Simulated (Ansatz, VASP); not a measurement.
BIr3Pd in VASP and in Ansatz

```xyz
5
Lattice="4.9365 0.0000 0.0000 -2.4683 4.2752 0.0000 0.0000 0.0000 4.0980" Properties=species:S:1:pos:R:3 pbc="T T T"
B     0.0000    0.0000    2.0490
Pd    0.0000    0.0000    0.0000
Ir    2.4683    0.0000    2.0490
Ir   -1.2341    2.1376    2.0490
Ir    1.2341    2.1376    2.0490
```

Alike in both runs: functional PBE; k mesh 6 × 6 × 4; occupations gaussian, width 0.1 eV; no spin polarisation.

Ansatz relaxed the structure, and its values are those at the end. VASP's run is a single point on that final structure, the one shown.

|  | VASP | Ansatz |
| --- | --- | --- |
| version | VASP 6.6.1 | Ansatz 0.2.0 |
| potentials or method | VASP PAW PBE potentials, release 64 (B, Pd, Ir), cutoff 520 eV | scalar-relativistic, plane waves, PAW |
| valence electrons in the cell | 40 | 72 |

|  | VASP | Ansatz | Ansatz less VASP |
| --- | --- | --- | --- |
| gap on the k mesh at the Fermi level (eV) | none | none | - |
| pressure (GPa) | 0.2 | -0.1 | -0.27 |

A gap of «none» marks a metal or a gap that the smearing closes. VASP's potentials hold 40 valence electrons a cell and Ansatz's 72, so a difference there can come from the potentials and not from the codes.

The k mesh is coarse, so the values compare programs but aren't converged. Spin-orbit coupling is off throughout.
